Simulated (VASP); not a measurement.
A run of VASP 6.6.1 is set up as follows.

Contents of INCAR:

```
SYSTEM = SiO2
ALGO     = Normal         ! electronic algorithm
EDIFF    = 1E-6           ! SCF threshold, eV
ENCUT    = 520            ! plane-wave cutoff, eV
GGA      = PE             ! functional
ISIF     = 2              ! what is computed and relaxed
ISMEAR   = 0              ! smearing method
LASPH    = .True.         ! aspherical terms in the spheres
LCHARG   = .True.         ! write CHGCAR
LELF     = .True.         ! ELF
LREAL    = .False.        ! projectors in reciprocal space
LVHAR    = .True.       
LWAVE    = .False.        ! write WAVECAR
NBANDS   = 34             ! bands
NELM     = 100            ! most SCF steps
PREC     = Accurate       ! precision mode
SIGMA    = 0.05           ! smearing width, eV
```

File KPOINTS:

```
k-points
0
Gamma
  6 6 4
  0 0 0
```

The input POSCAR:

```
SiO2
1.0
    4.6965043738      0.0000000000      0.0000000000
   -2.3482521869      4.0672920967      0.0000000000
    0.0000000000      0.0000000000      5.1379110507
Si O
3 6
Direct
    0.5000000000      0.0000000000      0.0000000000
    0.5000000000      0.5000000000      0.3333333333
    0.0000000000      0.5000000000      0.6666666667
    0.4159266453      0.2079633227      0.1666666667
    0.2079633227      0.4159266453      0.5000000000
    0.7920366773      0.2079633227      0.8333333333
    0.5840733547      0.7920366773      0.1666666667
    0.7920366773      0.5840733547      0.5000000000
    0.2079633227      0.7920366773      0.8333333333
```

Potentials or basis: VASP PAW PBE potentials, release 64 (Si, O).

Command:

```console
$ cat potpaw_PBE.64/Si/POTCAR potpaw_PBE.64/O/POTCAR > POTCAR
$ mpirun -np 1 vasp_std > vasp.out
```

**Question.** What does it give for the largest force?

**Answer.** 2.655 eV/Å.

**Question.** Predict the pressure.

**Answer.** 71.5 GPa.

Stress tensor (GPa, compression positive):
```
71.40  0.00  0.00
 0.00 71.40  0.00
 0.00  0.00 71.67
```

Caveat: the cell differs from its parent crystal (strain -0.080 along x and y, -0.080 along z); the cell stands under pressure; forces of over 1 eV/Å act on the atoms, so gaps and moduli don't describe the material at rest.
